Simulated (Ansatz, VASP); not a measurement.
# One calculation of Cd, two programs

```
Cd
1.0
    -1.71986    1.71986    1.71986
     1.71986   -1.71986    1.71986
     1.71986    1.71986   -1.71986
Cd
1
Direct
  0.00000 0.00000 0.00000
```

Alike in both runs: task single point; functional r2SCAN; k mesh 14 × 14 × 14; occupations fermi-dirac, width 0.1 eV; no spin polarisation.

```csv
,VASP,Ansatz
version,VASP 6.6.1,Ansatz 0.2.0
potentials or method,"VASP PAW PBE potentials, release 64 (Cd), cutoff 520 eV","plane waves (500 eV) with PAW, scalar-relativistic"
valence electrons in the cell,12,20
```

|  | VASP | Ansatz | Ansatz less VASP |
| --- | --- | --- | --- |
| pressure (GPa) | 5.4 | 5.0 | -0.44 |

VASP's potentials were made for PBE, not for r2SCAN. VASP's potentials hold 12 valence electrons a cell and Ansatz's 20, so a difference there can come from the potentials and not from the codes.
